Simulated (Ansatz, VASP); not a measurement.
CaB12: VASP beside Ansatz

```
Ca B
1.0
     0.00000    3.75757    3.75757
     3.75757    0.00000    3.75757
     3.75757    3.75757    0.00000
Ca B
1 12
Direct
  0.00000 0.00000 0.00000
  0.83620 0.50000 0.50000
  0.83620 0.50000 0.16380
  0.50000 0.83620 0.16380
  0.50000 0.83620 0.50000
  0.16380 0.50000 0.50000
  0.50000 0.16380 0.50000
  0.50000 0.16380 0.83620
  0.16380 0.50000 0.83620
  0.16380 0.83620 0.50000
  0.50000 0.50000 0.83620
  0.50000 0.50000 0.16380
  0.83620 0.16380 0.50000
```

Alike in both runs: task single point; functional r2SCAN; k mesh 10 × 10 × 10; occupations gaussian, width 0.1 eV; no spin polarisation.

|  | VASP | Ansatz |
| --- | --- | --- |
| version | VASP 6.6.1 | Ansatz 0.2.0 |
| potentials or method | VASP PAW PBE potentials, release 64 (Ca_sv, B), cutoff 520 eV | scalar-relativistic, plane waves, PAW |
| valence electrons in the cell | 46 | 46 |

|  | VASP | Ansatz | Ansatz less VASP |
| --- | --- | --- | --- |
| gap on the k mesh at the Fermi level (eV) | none | none | - |
| pressure (GPa) | -0.3 | -0.6 | -0.33 |

VASP's potentials were made for PBE, not for r2SCAN. A gap of «none» marks a metal or a gap that the smearing closes.
